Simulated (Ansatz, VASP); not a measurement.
**Al: VASP beside Ansatz**

```
Al
1.0
    -1.59122    1.59122    1.59122
     1.59122   -1.59122    1.59122
     1.59122    1.59122   -1.59122
Al
1
Direct
  0.00000 0.00000 0.00000
```

Alike in both runs: task single point; functional PBE; k mesh 2 × 2 × 2; occupations gaussian, width 0.064 eV; no spin polarisation.

|  | VASP | Ansatz |
| --- | --- | --- |
| version | VASP 6.6.1 | Ansatz 0.2.0 |
| potentials or method | VASP PAW PBE potentials, release 64 (Al), cutoff 500 eV | scalar-relativistic, plane waves, PAW |
| valence electrons in the cell | 3 | 3 |

```csv
,VASP,Ansatz,Ansatz less VASP
gap on the k mesh at the Fermi level (eV),none,none,-
pressure (GPa),-1.0,-1.0,+0.04
```

A gap of «none» marks a metal or a gap that the smearing closes.

The k mesh is coarse, so the values compare programs but aren't converged.
